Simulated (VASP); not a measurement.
# ScGa: single point with LDA

Crystal: ScGa.

```
Sc Ga
1.0
     1.96088   -5.01435    0.00000
     1.96088    5.01435    0.00000
     0.00000    0.00000    3.80098
Sc Ga
2 2
Direct
  0.86014 0.13986 0.75000
  0.13986 0.86014 0.25000
  0.58112 0.41888 0.75000
  0.41888 0.58112 0.25000
```

```yaml
Program: VASP 6.6.1
Task: single point
Functional: LDA
Potentials_or_basis: VASP PAW LDA potentials, release 64 (Sc_sv, Ga_d)
Cutoff: 520 eV
k_mesh: 12 × 12 × 12
Occupations: gaussian, width 0.1 eV
Spin: no spin polarisation
Dipole_correction: no
Further_INCAR_settings: ALGO = Fast; EDIFF = 1e-06; NBANDS = 32
```

```yaml
Pressure: 0.3 GPa
Largest_force: 0.010 eV/Å
Band_gap_on_the_k_mesh: zero (bands 24 and 25 overlap by 0.99 eV)
```

Forces on the atoms (eV/Å):
```
Sc   0.000  0.010  0.000
Sc   0.000 -0.010  0.000
Ga   0.000 -0.009  0.000
Ga   0.000  0.009  0.000
```

Stress tensor (GPa, compression positive):
```
0.26 0.00 0.00
0.00 0.34 0.00
0.00 0.00 0.34
```

Levels at points of the mesh, in eV from the Fermi level:
```csv
k point,band 22,band 23,band 24,band 25,band 26,band 27
"(0.00, 0.00, 0.00)",-0.34,-0.25,0.33,0.80,1.41,1.66
"(0.50, 0.00, 0.00)",-2.11,-0.71,-0.48,0.79,1.32,2.08
"(0.50, 0.50, 0.00)",-0.15,-0.05,0.00,0.48,1.88,1.98
"(0.00, 0.00, 0.50)",-1.47,-0.46,-0.46,-0.36,-0.36,2.97
"(0.50, 0.00, 0.50)",-1.92,-1.17,-1.17,-0.05,-0.05,2.86
"(0.50, 0.50, 0.50)",-3.16,0.07,0.07,0.67,0.67,1.95
```

Wall time 12 min on 1 thread of Intel(R) Xeon(R) Platinum 8488C (Sapphire Rapids) (shared host), peak memory 0.64 GiB.
